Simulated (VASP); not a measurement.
# InSb (scan) (F-43m) in VASP: a series of runs, part 2 of 2

VASP 6.6.1.

**4. Single point, r2SCAN**

This run uses another cell than the first one, of 35.26 Å³/atom, 0.967 times its volume.

File POSCAR:

```
InSb
1.0
    0.0000000000      3.2792747874      3.2792747874
    3.2792747874      0.0000000000      3.2792747874
    3.2792747874      3.2792747874      0.0000000000
In Sb
1 1
Direct
    0.0000000000      0.0000000000      0.0000000000
    0.7500000000      0.7500000000      0.7500000000
```

File INCAR.step1:

```
SYSTEM = InSb
PREC     = Accurate       ! precision mode
ENCUT    = 520            ! plane-wave cutoff, eV
ISMEAR   = -1             ! smearing method
SIGMA    = 0.15           ! smearing width, eV
LREAL    = .FALSE.        ! projectors in reciprocal space
LASPH    = .TRUE.         ! aspherical terms in the spheres
NELM     = 80             ! most SCF steps
NBANDS   = 16             ! bands
GGA      = PE             ! functional
ALGO     = Normal         ! electronic algorithm
EDIFF    = 1E-4           ! SCF threshold, eV
LWAVE    = .TRUE.         ! write WAVECAR
LCHARG   = .FALSE.        ! write CHGCAR
```

File INCAR.step2:

```
SYSTEM = InSb
PREC     = Accurate       ! precision mode
ENCUT    = 520            ! plane-wave cutoff, eV
EDIFF    = 1E-6           ! SCF threshold, eV
ISMEAR   = -1             ! smearing method
SIGMA    = 0.15           ! smearing width, eV
LREAL    = .FALSE.        ! projectors in reciprocal space
LASPH    = .TRUE.         ! aspherical terms in the spheres
NELM     = 80             ! most SCF steps
ALGO     = Normal         ! electronic algorithm
ISIF     = 2              ! what is computed and relaxed
LWAVE    = .FALSE.        ! write WAVECAR
LCHARG   = .TRUE.         ! write CHGCAR
METAGGA  = R2SCAN         ! meta-GGA
LMIXTAU  = .TRUE.       
LELF     = .TRUE.         ! ELF
LVHAR    = .TRUE.       
NBANDS   = 16             ! bands
ISTART   = 1
```

File KPOINTS:

```
Automatic mesh
0
G
  12 12 12
  0 0 0
```

Potentials or basis: VASP PAW PBE potentials, release 64 (In_d, Sb).

Run with:

```bash
> cat potpaw_PBE.64/In_d/POTCAR potpaw_PBE.64/Sb/POTCAR > POTCAR
> cp INCAR.step1 INCAR
> mpirun -np 1 vasp_std > vasp.out
> cp INCAR.step2 INCAR
> mpirun -np 1 vasp_std > vasp.out
```

OUTCAR:

```text
SYSTEM = InSb
   PREC = Accurate
   ENCUT = 520
   EDIFF = 1E-6
   ISMEAR = -1
   LREAL = .FALSE.
   LASPH = .TRUE.
   NELM = 80
   ISIF = 2
   METAGGA = R2SCAN
   ISTART = 1

 ion  position               nearest neighbor table
   1  0.000  0.000  0.000-   2 2.84   2 2.84   2 2.84   2 2.84
   2  0.750  0.750  0.750-   1 2.84   1 2.84   1 2.84   1 2.84

  LATTYP: Found a face centered cubic cell.
 ALAT       =     6.5585495748

  Lattice vectors:

 A1 = (   0.0000000000,   3.2792747874,   3.2792747874)
 A2 = (   3.2792747874,   0.0000000000,   3.2792747874)
 A3 = (   3.2792747874,   3.2792747874,   0.0000000000)

Analysis of symmetry for initial positions (statically):
=====================================================================
 Subroutine PRICEL returns:
 Original cell was already a primitive cell.

 Routine SETGRP: Setting up the symmetry group for a
 face centered cubic supercell.

 Subroutine GETGRP returns: Found 24 space group operations
 (whereof 24 operations were pure point group operations)
 out of a pool of 48 trial point group operations.

[... 160 lines left out ...]

 E-fermi :   4.9069     XC(G=0):  -9.0795

 val. band max:        4.5523455245   @ k =   0.0000   0.0000   0.0000
 cond. band min:       5.3017040333   @ k =   0.5000   0.0000   0.0000
 fundamental gap:      0.7493585088
 Fermi energy:         4.9069284418

 k-point     1 :       0.0000    0.0000    0.0000
  band No.  band energies     occupation
      1     -10.4812      2.00000
      2     -10.4812      2.00000
      3     -10.4812      2.00000
      4     -10.3901      2.00000
      5     -10.3901      2.00000
      6      -6.3486      2.00000
[... 433 lines left out ...]
      3     -10.4572      2.00000
      4     -10.3915      2.00000
      5     -10.3890      2.00000
      6      -4.8391      2.00000
[... 8 lines left out ...]
     15      13.1965      0.00000
     16      13.5674      0.00000

 [... further k-points ...]

------------------------ aborting loop because EDIFF is reached ----------------------------------------

  FORCE on cell =-STRESS in cart. coord.  units (eV):
  Direction    XX          YY          ZZ          XY          YZ          ZX
  --------------------------------------------------------------------------------------
  -------------------------------------------------------------------------------------
  Total       -0.0214747     -0.0214747     -0.0214747     -0.0000000      0.0000000      0.0000000
  in kB       -0.4878374     -0.4878374     -0.4878374     -0.0000000      0.0000000      0.0000000
  external PRESSURE =      -0.4878374 kB  Pullay stress =       0.0000000 kB

 VOLUME and BASIS-vectors are now :
 -----------------------------------------------------------------------------
  energy-cutoff  :      520.00
  volume of cell :       70.53
      direct lattice vectors                 reciprocal lattice vectors
     0.000000000  3.279274787  3.279274787    -0.152472736  0.152472736  0.152472736
     3.279274787  0.000000000  3.279274787     0.152472736 -0.152472736  0.152472736
     3.279274787  3.279274787  0.000000000     0.152472736  0.152472736 -0.152472736

 POSITION                                       TOTAL-FORCE (eV/Angst)
 -----------------------------------------------------------------------------------
      0.00000      0.00000      0.00000        -0.000000     -0.000000     -0.000000
      4.91891      4.91891      4.91891         0.000000      0.000000      0.000000
 -----------------------------------------------------------------------------------
    total drift:                                0.000001      0.000001      0.000001

  FREE ENERGIE OF THE ION-ELECTRON SYSTEM (eV)
  ---------------------------------------------------
  free  energy   TOTEN  =       -48.7697208997 eV

  energy  without entropy=      -48.7662149012  energy(sigma->0) =      -48.76796790
```

OUTCAR.step1:

```text
SYSTEM = InSb
   PREC = Accurate
   ENCUT = 520
   ISMEAR = -1
   LREAL = .FALSE.
   LASPH = .TRUE.
[... 676 lines left out ...]
      0.00000      0.00000      0.00000         0.000000      0.000000      0.000000
      4.91891      4.91891      4.91891        -0.000000     -0.000000     -0.000000
 -----------------------------------------------------------------------------------
    total drift:                                0.000000      0.000000      0.000000

  FREE ENERGIE OF THE ION-ELECTRON SYSTEM (eV)
  ---------------------------------------------------
  free  energy   TOTEN  =        -6.9445424471 eV

  energy  without entropy=       -6.9375598330  energy(sigma->0) =       -6.94105114
```

OSZICAR.step1:

```text
N       E                     dE             d eps       ncg     rms          rms(c)
DAV:   1     0.114165416953E+03    0.11417E+03   -0.78611E+03  2304   0.111E+03
DAV:   2     0.328615345166E+00   -0.11384E+03   -0.11007E+03  2648   0.277E+02
DAV:   3    -0.683196413958E+01   -0.71606E+01   -0.71357E+01  2904   0.722E+01
DAV:   4    -0.703523336296E+01   -0.20327E+00   -0.20322E+00  2904   0.142E+01
DAV:   5    -0.704686499854E+01   -0.11632E-01   -0.11632E-01  3432   0.278E+00    0.393E+00
DAV:   6    -0.695446359825E+01    0.92401E-01   -0.15015E-01  3392   0.573E+00    0.228E+00
DAV:   7    -0.694279741741E+01    0.11666E-01   -0.63981E-02  3024   0.231E+00    0.604E-01
DAV:   8    -0.694386230051E+01   -0.10649E-02   -0.72876E-03  3040   0.961E-01    0.233E-01
DAV:   9    -0.694448261881E+01   -0.62032E-03   -0.86198E-04  2832   0.254E-01    0.725E-02
DAV:  10    -0.694454244711E+01   -0.59828E-04   -0.42570E-05  2400   0.464E-02
   1 F= -.69445424E+01 E0= -.69410511E+01  d E =-.698261E-02
```

It took 4 min on 1 thread of Intel Xeon 6975P-C, shared host; peak memory 0.27 GiB.

Results:

| Property | Result |
| --- | --- |
| Free energy | -48.7697 eV |
| Pressure | 0.0 GPa |

Levels at points of the mesh, in eV from the Fermi level:
| k point | band 7 | band 8 | band 9 | band 10 | band 11 | band 12 |
| --- | --- | --- | --- | --- | --- | --- |
| (0.00, 0.00, 0.00) | -0.37 | -0.37 | -0.37 | -0.35 | 2.85 | 2.85 |
| (0.50, 0.00, 0.00) | -5.97 | -1.36 | -1.36 | 0.39 | 3.73 | 3.73 |
| (0.50, 0.50, 0.00) | -6.28 | -2.60 | -2.60 | 1.20 | 1.26 | 8.14 |

Caveat: the PAW data sets were made with another functional, which shifts forces and pressure a little; spin-orbit coupling is left out, which moves the levels of the heavy elements.

**5. Relaxation of cell and atoms, r2SCAN**

This run uses another cell than the first one, of 35.25 Å³/atom, 0.966 times its volume.

File POSCAR:

```
InSb
1.0
    0.0000000000      3.2788113001      3.2788113001
    3.2788113001      0.0000000000      3.2788113001
    3.2788113001      3.2788113001      0.0000000000
In Sb
1 1
Direct
    0.0000000000      0.0000000000      0.0000000000
    0.7500000000      0.7500000000      0.7500000000
```

File INCAR.step1:

```
PREC = Accurate ; ENCUT = 600
ISMEAR = -1 ; SIGMA = 0.15
LREAL = False ; LASPH = True
NELM = 80 ; GGA = PE
ALGO = Normal ; EDIFF = 1E-4
LWAVE = True ; LCHARG = False
```

File INCAR.step2:

```
PREC = Accurate ; ENCUT = 600
EDIFF = 1E-7 ; ISMEAR = -1
SIGMA = 0.15 ; LREAL = False
LASPH = True ; NELM = 80
ALGO = Normal ; ISIF = 3
LWAVE = False ; LCHARG = False
METAGGA = R2SCAN ; LMIXTAU = True
IBRION = 2 ; NSW = 80
EDIFFG = -0.001 ; ISTART = 1
```

File KPOINTS:

```
Automatic mesh
0
Gamma
  12 12 12
```

Potentials or basis: VASP PAW PBE potentials, release 64 (In_d, Sb).

Run with:

```bash
> cat potpaw_PBE.64/In_d/POTCAR potpaw_PBE.64/Sb/POTCAR > POTCAR
> cp INCAR.step1 INCAR
> mpirun -np 1 vasp_std > vasp.out
> cp INCAR.step2 INCAR
> mpirun -np 1 vasp_std > vasp.out
```

OUTCAR:

```text
PREC = Accurate
   ENCUT = 600
   EDIFF = 1E-7
   ISMEAR = -1
   LREAL = False
   LASPH = True
   NELM = 80
   ISIF = 3
   METAGGA = R2SCAN
   IBRION = 2
   NSW = 80
   EDIFFG = -0.001
   ISTART = 1

 ion  position               nearest neighbor table
   1  0.000  0.000  0.000-   2 2.84   2 2.84   2 2.84   2 2.84
   2  0.750  0.750  0.750-   1 2.84   1 2.84   1 2.84   1 2.84

  LATTYP: Found a face centered cubic cell.
 ALAT       =     6.5576226002

  Lattice vectors:

 A1 = (   0.0000000000,   3.2788113001,   3.2788113001)
 A2 = (   3.2788113001,   0.0000000000,   3.2788113001)
 A3 = (   3.2788113001,   3.2788113001,   0.0000000000)

Analysis of symmetry for initial positions (statically):
=====================================================================
 Subroutine PRICEL returns:
 Original cell was already a primitive cell.

 Routine SETGRP: Setting up the symmetry group for a
 face centered cubic supercell.

 Subroutine GETGRP returns: Found 24 space group operations
 (whereof 24 operations were pure point group operations)
 out of a pool of 48 trial point group operations.

The static configuration has the point symmetry T_d .

Analysis of symmetry for dynamics (positions and initial velocities):
=====================================================================
 Subroutine PRICEL returns:
 Original cell was already a primitive cell.

 Routine SETGRP: Setting up the symmetry group for a
 face centered cubic supercell.

 Subroutine GETGRP returns: Found 24 space group operations
 (whereof 24 operations were pure point group operations)
 out of a pool of 48 trial point group operations.

The dynamic configuration has the point symmetry T_d .

 Subroutine INISYM returns: Found 24 space group operations
 (whereof 24 operations are pure point group operations),
 and found     1 'primitive' translations

[... 173 lines left out ...]
  free  energy   TOTEN  =       -48.7706468011 eV

  energy  without entropy=      -48.7671489187  energy(sigma->0) =      -48.76889786

--------------------------------------- Ionic step        2  -------------------------------------------

 number of electron      17.9999998 magnetization

 Free energy of the ion-electron system (eV)
  ---------------------------------------------------
  ext. energy  EPLUGINS =         0.00000000
  ---------------------------------------------------
  free energy    TOTEN  =       -48.77064659 eV

  energy without entropy =      -48.76714107  energy(sigma->0) =      -48.76889383

 E-fermi :   4.9084     XC(G=0):  -9.0800

 val. band max:        4.5541155640   @ k =   0.0000   0.0000   0.0000
 cond. band min:       5.3030720716   @ k =   0.5000   0.0000   0.0000
 fundamental gap:      0.7489565076
 Fermi energy:         4.9083847214

 k-point     1 :       0.0000    0.0000    0.0000
  band No.  band energies     occupation
      1     -10.4812      2.00000
      2     -10.4812      2.00000
      3     -10.4812      2.00000
      4     -10.3901      2.00000
      5     -10.3901      2.00000
      6      -6.3480      2.00000
      7       4.5385      1.84347
      8       4.5385      1.84347
      9       4.5385      1.84346
     10       4.5541      1.82773
     11       7.7610      0.00000
     12       7.7610      0.00000
     13       7.7610      0.00000
[... 354 lines left out ...]
  band No.  band energies     occupation
      1     -10.5308      2.00000
      2     -10.4584      2.00000
      3     -10.4572      2.00000
      4     -10.3915      2.00000
      5     -10.3890      2.00000
      6      -4.8382      2.00000
      7      -0.9966      2.00000
      8       2.2285      2.00000
      9       3.2828      1.99996
     10       6.4825      0.00006
     11       8.5306      0.00000
     12       9.3318      0.00000
     13      11.2355      0.00000

 [... further k-points ...]

------------------------ aborting loop because EDIFF is reached ----------------------------------------

  FORCE on cell =-STRESS in cart. coord.  units (eV):
  Direction    XX          YY          ZZ          XY          YZ          ZX
  --------------------------------------------------------------------------------------
  -------------------------------------------------------------------------------------
  Total       -0.0014483     -0.0014483     -0.0014483     -0.0000000      0.0000000     -0.0000000
  in kB       -0.0329046     -0.0329046     -0.0329046     -0.0000000      0.0000000     -0.0000000
  external PRESSURE =      -0.0329046 kB  Pullay stress =       0.0000000 kB

 VOLUME and BASIS-vectors are now :
 -----------------------------------------------------------------------------
  energy-cutoff  :      600.00
  volume of cell :       70.52
      direct lattice vectors                 reciprocal lattice vectors
    -0.000000000  3.279160480  3.279160480    -0.152478051  0.152478051  0.152478051
     3.279160480  0.000000000  3.279160480     0.152478051 -0.152478051  0.152478051
     3.279160480  3.279160480  0.000000000     0.152478051  0.152478051 -0.152478051

 POSITION                                       TOTAL-FORCE (eV/Angst)
 -----------------------------------------------------------------------------------
      0.00000      0.00000      0.00000        -0.000000     -0.000000     -0.000000
      4.91874      4.91874      4.91874         0.000000      0.000000      0.000000
 -----------------------------------------------------------------------------------
    total drift:                                0.000001      0.000001      0.000001

  FREE ENERGIE OF THE ION-ELECTRON SYSTEM (eV)
  ---------------------------------------------------
  free  energy   TOTEN  =       -48.7706465882 eV

  energy  without entropy=      -48.7671410654  energy(sigma->0) =      -48.76889383

 reached required accuracy - stopping structural energy minimisation
```

OUTCAR.step1:

```text
PREC = Accurate
   ENCUT = 600
   ISMEAR = -1
   LREAL = False
   LASPH = True
[... 605 lines left out ...]
      0.00000      0.00000      0.00000         0.000000      0.000000     -0.000000
      4.91822      4.91822      4.91822        -0.000000     -0.000000      0.000000
 -----------------------------------------------------------------------------------
    total drift:                               -0.000000     -0.000000      0.000000

  FREE ENERGIE OF THE ION-ELECTRON SYSTEM (eV)
  ---------------------------------------------------
  free  energy   TOTEN  =        -6.9442978396 eV

  energy  without entropy=       -6.9373322659  energy(sigma->0) =       -6.94081505
```

Wall time 10 min (1 thread of Intel Xeon 6975P-C, shared host); peak memory 0.33 GiB.

What came out:

* Free energy: -48.7706 eV
* Relaxed volume: 35.26 Å³/atom
* Relaxed cell: a = 4.637 Å, b = 4.637 Å, c = 4.637 Å, α = 60.00°, β = 60.00°, γ = 60.00°
* Space group after relaxing (to 0.05 Å): F-43m (No. 216)
* Energy gained by relaxing: 0.0 meV/atom
* Ionic steps: 2
* Pressure after relaxing: 0.0 GPa

Final structure:
```
In Sb
1.0
     0.00000    3.27916    3.27916
     3.27916    0.00000    3.27916
     3.27916    3.27916    0.00000
In Sb
1 1
Direct
  0.00000 0.00000 0.00000
  0.75000 0.75000 0.75000
```

Levels at points of the mesh, in eV from the Fermi level:
```csv
k point,band 6,band 7,band 8,band 9,band 10,band 11,band 12,band 13
"(0.00, 0.00, 0.00)",-11.26,-0.37,-0.37,-0.37,-0.35,2.85,2.85,2.85
"(0.50, 0.00, 0.00)",-9.90,-5.97,-1.36,-1.36,0.39,3.72,3.72,6.11
"(0.50, 0.50, 0.00)",-9.30,-6.28,-2.60,-2.60,1.20,1.26,8.14,8.14
```

Caveat: the PAW data sets were made with another functional, which shifts forces and pressure a little; spin-orbit coupling is left out, which moves the levels of the heavy elements.

**6. Relaxation of cell and atoms, r2SCAN**

File POSCAR:

```
InSb
1.0
    0.0000000000      3.3166107100      3.3166107100
    3.3166107100      0.0000000000      3.3166107100
    3.3166107100      3.3166107100      0.0000000000
In Sb
1 1
Direct
    0.0000000000      0.0000000000      0.0000000000
    0.7500000000      0.7500000000      0.7500000000
```

File INCAR.step1:

```
ALGO     = Normal         # electronic algorithm
EDIFF    = 1E-4           # SCF threshold, eV
ENCUT    = 600            # plane-wave cutoff, eV
GGA      = PE             # functional
ISMEAR   = 0              # smearing method
LASPH    = T              # aspherical terms in the spheres
LCHARG   = F              # write CHGCAR
LREAL    = F              # projectors in reciprocal space
LWAVE    = T              # write WAVECAR
NELM     = 60             # most SCF steps
PREC     = Accurate       # precision mode
SIGMA    = 0.1            # smearing width, eV
```

File INCAR.step2:

```
ALGO     = Normal         # electronic algorithm
EDIFF    = 1E-6           # SCF threshold, eV
EDIFFG   = -0.002         # ionic threshold
ENCUT    = 600            # plane-wave cutoff, eV
IBRION   = 2              # ionic algorithm
ISIF     = 3              # what is computed and relaxed
ISMEAR   = 0              # smearing method
ISTART   = 1            
LASPH    = T              # aspherical terms in the spheres
LCHARG   = F              # write CHGCAR
LMIXTAU  = T            
LREAL    = F              # projectors in reciprocal space
LWAVE    = F              # write WAVECAR
METAGGA  = R2SCAN         # meta-GGA
NELM     = 60             # most SCF steps
NSW      = 100            # ionic steps
PREC     = Accurate       # precision mode
SIGMA    = 0.1            # smearing width, eV
```

File KPOINTS:

```
k-points
0
Gamma
  12 12 12
```

Potentials or basis: VASP PAW PBE potentials, release 64 (In_d, Sb).

Run with:

```bash
> cat potpaw_PBE.64/In_d/POTCAR potpaw_PBE.64/Sb/POTCAR > POTCAR
> cp INCAR.step1 INCAR
> mpirun -np 1 vasp_std > vasp.out
> cp INCAR.step2 INCAR
> mpirun -np 1 vasp_std > vasp.out
```

It took 16 min on 1 thread of Intel Xeon Platinum 8375C at 2.90GHz (Ice Lake), shared host; peak memory 0.33 GiB.

Results (log left out):

```
Free energy                            : -48.7698 eV
Relaxed volume                         : 35.24 Å³/atom
Relaxed cell                           : a = 4.637 Å, b = 4.637 Å, c = 4.637 Å, α = 60.00°, β = 60.00°, γ = 60.00°
Space group after relaxing (to 0.05 Å) : F-43m (No. 216)
Energy gained by relaxing              : 5.5 meV/atom
Ionic steps                            : 3
Pressure after relaxing                : 0.0 GPa
```

The path:
```csv
step,energy change (eV),largest force (eV/Å),pressure (GPa),volume (Å³)
1,0.0000,0.0000,-1.39,72.96
2,-0.0097,0.0000,0.50,69.66
3,-0.0111,0.0000,0.01,70.49
```

Final structure:
```
In Sb
1.0
     0.00000    3.27862    3.27862
     3.27862    0.00000    3.27862
     3.27862    3.27862    0.00000
In Sb
1 1
Direct
  0.00000 0.00000 0.00000
  0.75000 0.75000 0.75000
```

Levels at points of the mesh, in eV from the Fermi level:
| k point | band 7 | band 8 | band 9 | band 10 | band 11 | band 12 |
| --- | --- | --- | --- | --- | --- | --- |
| (0.00, 0.00, 0.00) | -0.07 | -0.07 | -0.07 | -0.05 | 3.15 | 3.15 |
| (0.50, 0.00, 0.00) | -5.67 | -1.06 | -1.06 | 0.70 | 4.03 | 4.03 |
| (0.50, 0.50, 0.00) | -5.98 | -2.30 | -2.30 | 1.50 | 1.56 | 8.45 |

Caveat: the PAW data sets were made with another functional, which shifts forces and pressure a little; spin-orbit coupling is left out, which moves the levels of the heavy elements.

**7. Summary**

```csv
task,cell,k mesh,cutoff (eV),smearing,pressure (GPa),relaxed volume (Å³/atom)
single point,"a = 4.690 Å, angles 60.0°, 2 atoms",6 × 6 × 6,520,gaussian 0.1 eV,-1.3,-
single point,"a = 4.637 Å, angles 60.0°, 2 atoms",12 × 12 × 12,520,gaussian 0.1 eV,0.0,-
single point,"a = 4.638 Å, angles 60.0°, 2 atoms",12 × 12 × 12,520,fermi-dirac 0.15 eV,0.0,-
relaxation of cell and atoms,"relaxed from a = 4.637 Å, angles 60.0°, 2 atoms",12 × 12 × 12,600,fermi-dirac 0.15 eV,0.0,35.26
relaxation of cell and atoms,"relaxed from a = 4.690 Å, angles 60.0°, 2 atoms",12 × 12 × 12,600,gaussian 0.1 eV,0.0,35.24
```

Alike in all rows: level r2SCAN; potentials or basis VASP PAW PBE potentials, release 64 (In_d, Sb); no spin polarisation.

Caveats: the PAW data sets were made with another functional, which shifts forces and pressure a little; spin-orbit coupling is left out, which moves the levels of the heavy elements.

Absolute energies hang on the potentials; compare differences alone.
